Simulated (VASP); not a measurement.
# Pd in VASP: notebook

Runs on Pd. Level: LDA. Tasks: single point.

All numbers are computed with VASP 6.6.1; they aren't measurements. Logs are shortened: lines on timing, memory, paths and dates and some standing lists are left out, and cuts for length are marked.

### 1 The cell of the first run

It takes space group Fm-3m (No. 225, cubic). Conventional cell: a = 3.864 Å, b = 3.864 Å, c = 3.864 Å, α = 90.00°, β = 90.00°, γ = 90.00°. Within 3.6 Å of Pd (site symmetry m-3m) lie 12 Pd at 2.73 Å.

### 2 Single point, LDA (14.42 Å³/atom)

INCAR

```
SYSTEM = Pd
  ALGO = Normal
  EDIFF = 1E-6
  ENCUT = 520
  ISIF = 2
  ISMEAR = -1
  LASPH = .True.
  LCHARG = .True.
  LELF = .True.
  LREAL = .False.
  LVHAR = .True.
  LWAVE = .False.
  NBANDS = 11
  NELM = 80
  PREC = Accurate
  SIGMA = 0.05
```

KPOINTS

```
k-points
0
Gamma
  18 18 18
  0 0 0
```

POSCAR

```
Pd
1.0
    0.0000000000      1.9318465866      1.9318465866
    1.9318465866      0.0000000000      1.9318465866
    1.9318465866      1.9318465866      0.0000000000
Pd
1
Direct
    0.0000000000      0.0000000000      0.0000000000
```

Potentials or basis: VASP PAW LDA potentials, release 64 (Pd).

Launch:

```console
cat potpaw_LDA.64/Pd/POTCAR > POTCAR
mpirun -np 1 vasp_std > vasp.out
```

OUTCAR:

```text
SYSTEM = Pd
   EDIFF = 1E-6
   ENCUT = 520
   ISIF = 2
   ISMEAR = -1
   LASPH = .True.
   LREAL = .False.
   NELM = 80
   PREC = Accurate

 ion  position               nearest neighbor table
   1  0.000  0.000  0.000-

  LATTYP: Found a face centered cubic cell.
 ALAT       =     3.8636931732

  Lattice vectors:

 A1 = (   0.0000000000,   1.9318465866,   1.9318465866)
 A2 = (   1.9318465866,   0.0000000000,   1.9318465866)
 A3 = (   1.9318465866,   1.9318465866,   0.0000000000)

Analysis of symmetry for initial positions (statically):
=====================================================================
 Subroutine PRICEL returns:
 Original cell was already a primitive cell.

 Routine SETGRP: Setting up the symmetry group for a
 face centered cubic supercell.

 Subroutine GETGRP returns: Found 48 space group operations
 (whereof 48 operations were pure point group operations)
 out of a pool of 48 trial point group operations.

The static configuration has the point symmetry O_h .

Analysis of symmetry for dynamics (positions and initial velocities):
=====================================================================
 Subroutine PRICEL returns:
 Original cell was already a primitive cell.

 Routine SETGRP: Setting up the symmetry group for a
 face centered cubic supercell.

 Subroutine GETGRP returns: Found 48 space group operations
 (whereof 48 operations were pure point group operations)
 out of a pool of 48 trial point group operations.

The dynamic configuration has the point symmetry O_h .

 Subroutine INISYM returns: Found 48 space group operations
 (whereof 48 operations are pure point group operations),
 and found     1 'primitive' translations

----------------------------------------------------------------------------------------

                                     Primitive cell

  volume of cell :      14.4194

  direct lattice vectors                    reciprocal lattice vectors
     0.000000000  1.931846587  1.931846587    -0.258819724  0.258819724  0.258819724
     1.931846587  0.000000000  1.931846587     0.258819724 -0.258819724  0.258819724
     1.931846587  1.931846587  0.000000000     0.258819724  0.258819724 -0.258819724

  length of vectors
     2.732043643  2.732043643  2.732043643     0.448288912  0.448288912  0.448288912

  position of ions in fractional coordinates (direct lattice)
     0.000000000  0.000000000  0.000000000

  ion indices of the primitive-cell ions
   primitive index   ion index
                 1           1

----------------------------------------------------------------------------------------

 KPOINTS: k-points

Automatic generation of k-mesh.
 Grid dimensions read from file:
 generate k-points for:   18   18   18

 Generating k-lattice:

  Cartesian coordinates                     Fractional coordinates (reciprocal lattice)
    -0.014378874  0.014378874  0.014378874     0.055555556  0.000000000  0.000000000
     0.014378874 -0.014378874  0.014378874     0.000000000  0.055555556  0.000000000
     0.014378874  0.014378874 -0.014378874     0.000000000  0.000000000  0.055555556

  Length of vectors
     0.024904940  0.024904940  0.024904940

  Shift w.r.t. Gamma in fractional coordinates (k-lattice)
     0.000000000  0.000000000  0.000000000

 Subroutine IBZKPT returns following result:
 ===========================================

 Found    195 irreducible k-points:

 Following reciprocal coordinates:
            Coordinates               Weight
  0.000000  0.000000  0.000000      1.000000
  0.055556  0.000000  0.000000      8.000000
  0.111111  0.000000  0.000000      8.000000
  0.166667  0.000000  0.000000      8.000000
  0.222222  0.000000  0.000000      8.000000
  0.277778  0.000000  0.000000      8.000000
[... 16 lines left out ...]
 -0.277778  0.055556  0.000000     24.000000
 -0.222222  0.055556  0.000000     24.000000
 [... further k-points ...]
   k-points           NKPTS =    195   k-points in BZ     NKDIM =    195   number of bands    NBANDS=     11
   number of dos      NEDOS =    301   number of ions     NIONS =      1
   total plane-waves  NPLWV =   8000
   dimension x,y,z NGX =    20 NGY =   20 NGZ =   20
   dimension x,y,z NGXF=    40 NGYF=   40 NGZF=   40
   ions per type =               1
   NGX,Y,Z   is equivalent  to a cutoff of  12.17, 12.17, 12.17 a.u.
   NGXF,Y,Z  is equivalent  to a cutoff of  24.34, 24.34, 24.34 a.u.
 SYSTEM =  Pd
   PREC   = accura    normal or accurate (medium, high low for compatibility)
   ISTART =      0    job   : 0-new  1-cont  2-samecut
   ICHARG =      2    charge: 1-file 2-atom 10-const
   ISPIN  =      1    spin polarized calculation?
   LNONCOLLINEAR =      F non collinear calculations
   LSORBIT =      F    spin-orbit coupling
   LASPH  =      T    aspherical Exc in radial PAW
   ENCUT  =  520.0 eV  38.22 Ry    6.18 a.u.   5.08  5.08  5.08*2*pi/ulx,y,z
   NELM   =     80;   NELMIN=  2; NELMDL= -5     # of ELM steps
   EDIFF  = 0.1E-05   stopping-criterion for ELM
   LREAL  =      F    real-space projection
   EDIFFG = 0.1E-04   stopping-criterion for IOM
   NSW    =      0    number of steps for IOM
   IBRION =     -1    ionic relax: 0-MD 1-quasi-New 2-CG
   NFREE  =      0    steps in history (QN), initial steepest desc. (CG)
   ISIF   =      2    stress and relaxation
   ISYM   =      2    0-nonsym 1-usesym 2-fastsym
   POTIM  = 0.5000    time-step for ionic-motion
   TEBEG  =    0.0;   TEEND  =   0.0 temperature during run
   PSTRESS=    0.0 pullay stress
   NELECT =      10.0000    total number of electrons
   NUPDOWN=      -1.0000    fix difference up-down
   EMIN   =  10.00;   EMAX   =-10.00  energy-range for DOS
   EFERMI =   0.00;   METHOD = LEGACY
   ISMEAR =    -1;   SIGMA  =   0.05  broadening in eV -4-tet -1-fermi 0-gaus
   EFERMI_NEDOS =   21; number of points for ismear=-14 and -15
   IALGO  =     38    algorithm
   IMIX   =      4    mixing-type and parameters
     AMIX     =   0.40;   BMIX     =  1.00
     AMIX_MAG =   1.60;   BMIX_MAG =  1.00
  volume/ion in A,a.u.               =      14.42        97.31
  Fermi-wavevector in a.u.,A,eV,Ry     =   1.449079  2.738363 28.569939  2.099831
  Thomas-Fermi vector in A             =   2.566847
   LORBIT       =      0    0 simple, 1 ext, 2 COOP (PROOUT), +10 PAW based schemes
   GGA     = CA    functional components
   LHFCALC =     F    Hartree Fock is set to
   AEXX    =    0.0000 exact exchange contribution
   IVDW    =     0    specifies the selected vdW correction
   LEPSILON=     F    determine dielectric tensor
   LRPA    =     F    only Hartree local field effects (RPA)
 non-spin polarized calculation
  energy-cutoff  :      520.00
  volume of cell :       14.42
 maximum number of plane-waves:       397
   NGX = 11   NGY = 11   NGZ = 11

 number of electron      10.0000003 magnetization

 Free energy of the ion-electron system (eV)
  ---------------------------------------------------
  ext. energy  EPLUGINS =         0.00000000
  ---------------------------------------------------
  free energy    TOTEN  =        -6.50396970 eV

  energy without entropy =       -6.48637860  energy(sigma->0) =       -6.49517415

 E-fermi :   9.9926     XC(G=0): -13.6561

 val. band max:        9.9916026025   @ k =   0.5000   0.1111   0.0000
 cond. band min:       9.9952704828   @ k =   0.4444   0.1667   0.0000
 fundamental gap:      0.0036678802
 Fermi energy:         9.9926412532

 k-point     1 :       0.0000    0.0000    0.0000
  band No.  band energies     occupation
      1       2.5706      2.00000
      2       7.0090      2.00000
      3       7.0090      2.00000
      4       7.0090      2.00000
      5       8.7172      2.00000
      6       8.7172      2.00000
      7      27.1235      0.00000
      8      31.9729      0.00000
      9      31.9729      0.00000
     10      31.9729      0.00000
     11      35.6784      0.00000

 k-point     2 :       0.0556    0.0000    0.0000
  band No.  band energies     occupation
      1       2.6854      2.00000
      2       6.9666      2.00000
      3       7.0500      2.00000
      4       7.0500      2.00000
      5       8.6970      2.00000
      6       8.6970      2.00000
      7      27.2539      0.00000
      8      31.2291      0.00000
      9      32.1112      0.00000
     10      32.1112      0.00000
     11      35.7018      0.00000

 k-point     3 :       0.1111    0.0000    0.0000
  band No.  band energies     occupation
      1       3.0171      2.00000
      2       6.8608      2.00000
      3       7.1571      2.00000
      4       7.1571      2.00000
      5       8.6542      2.00000
      6       8.6542      2.00000
      7      27.5580      0.00000
      8      29.7014      0.00000
      9      32.5052      0.00000
     10      32.5052      0.00000
     11      35.7195      0.00000

 k-point     4 :       0.1667    0.0000    0.0000
  band No.  band energies     occupation
      1       3.5168      2.00000
      2       6.7613      2.00000
      3       7.2779      2.00000
      4       7.2779      2.00000
      5       8.6462      2.00000
      6       8.6462      2.00000
      7      27.3418      0.00000
      8      28.4802      0.00000
      9      33.0835      0.00000
     10      33.0835      0.00000
     11      35.8394      0.00000
[... 239 lines left out ...]
 k-point    22 :      -0.3333    0.0556    0.0000
  band No.  band energies     occupation
      1       4.6400      2.00000
      2       7.1044      2.00000
      3       7.1916      2.00000
      4       8.1613      2.00000
      5       9.2558      2.00000
      6      10.0002      0.92484
      7      20.9541      0.00000
      8      27.3218      0.00000
      9      31.2125      0.00000
     10      33.2863      0.00000
     11      35.7038      0.00000

 k-point    23 :      -0.2778    0.0556    0.0000
  band No.  band energies     occupation
      1       4.5994      2.00000
      2       7.1604      2.00000
      3       7.3076      2.00000
      4       7.3842      2.00000
      5       8.8829      2.00000
      6       9.5129      1.99986
      7      22.9982      0.00000
      8      27.8487      0.00000
      9      31.8804      0.00000
     10      34.7988      0.00000
     11      35.2162      0.00000

 k-point    24 :      -0.2222    0.0556    0.0000
  band No.  band energies     occupation
      1       4.3142      2.00000
      2       6.7703      2.00000
      3       7.3518      2.00000
      4       7.3878      2.00000
      5       8.5834      2.00000
      6       9.1338      2.00000
      7      25.0421      0.00000
      8      28.2660      0.00000
      9      32.3437      0.00000
     10      34.6681      0.00000
     11      35.1282      0.00000

 [... further k-points ...]

------------------------ aborting loop because EDIFF is reached ----------------------------------------

  FORCE on cell =-STRESS in cart. coord.  units (eV):
  Direction    XX          YY          ZZ          XY          YZ          ZX
  --------------------------------------------------------------------------------------
  -------------------------------------------------------------------------------------
  Total       -0.3455779     -0.3455779     -0.3455779      0.0000000      0.0000000      0.0000000
  in kB      -38.3979980    -38.3979980    -38.3979980      0.0000000      0.0000000      0.0000000
  external PRESSURE =     -38.3979980 kB  Pullay stress =       0.0000000 kB

 VOLUME and BASIS-vectors are now :
 -----------------------------------------------------------------------------
  energy-cutoff  :      520.00
  volume of cell :       14.42
      direct lattice vectors                 reciprocal lattice vectors
     0.000000000  1.931846587  1.931846587    -0.258819724  0.258819724  0.258819724
     1.931846587  0.000000000  1.931846587     0.258819724 -0.258819724  0.258819724
     1.931846587  1.931846587  0.000000000     0.258819724  0.258819724 -0.258819724

 POSITION                                       TOTAL-FORCE (eV/Angst)
 -----------------------------------------------------------------------------------
      0.00000      0.00000      0.00000         0.000000      0.000000      0.000000
 -----------------------------------------------------------------------------------
    total drift:                                0.000000      0.000000      0.000000

  FREE ENERGIE OF THE ION-ELECTRON SYSTEM (eV)
  ---------------------------------------------------
  free  energy   TOTEN  =        -6.5039697005 eV

  energy  without entropy=       -6.4863785989  energy(sigma->0) =       -6.49517415
```

It took 30 s on 1 thread of Intel Xeon 8259CL, shared host; peak memory 0.14 GiB.

Results:

```
Free energy            : -6.5040 eV
Pressure               : -3.8 GPa
Band gap on the k mesh : zero (bands 5 and 6 overlap by 1.65 eV)
```

Caveat: the cell stands under tension.

(Continued in part 2 of 2.)
